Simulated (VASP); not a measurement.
## Pd: single point with PBE

Crystal: Pd.

```
Pd
1.0
     0.00000    1.94650    1.94650
     1.94650    0.00000    1.94650
     1.94650    1.94650    0.00000
Pd
1
Direct
  0.00000 0.00000 0.00000
```

```yaml
Program: VASP 6.6.1
Task: single point
Functional: PBE
Potentials_or_basis: VASP PAW PBE potentials, release 64 (Pd)
Cutoff: 500 eV
k_mesh: 11 × 11 × 11
Occupations: fermi-dirac, width 0.1 eV
Spin: no spin polarisation
```

The pressure is 7.5 GPa. The band gap on the k mesh is zero (band 5 reaches 10.02 eV, above the bottom of band 6 at 8.51 eV).

Levels at points of the mesh, in eV from the Fermi level:
```
           k point  band 2  band 3  band 4  band 5  band 6  band 7  band 8  band 9
(0.00, 0.00, 0.00)   -2.87   -2.87   -2.87   -1.27   -1.27   17.15   21.93   21.93
```

It used 18 s of CPU time on 1 thread of AMD EPYC 7R13 Processor (Zen 3), with other jobs on the host.
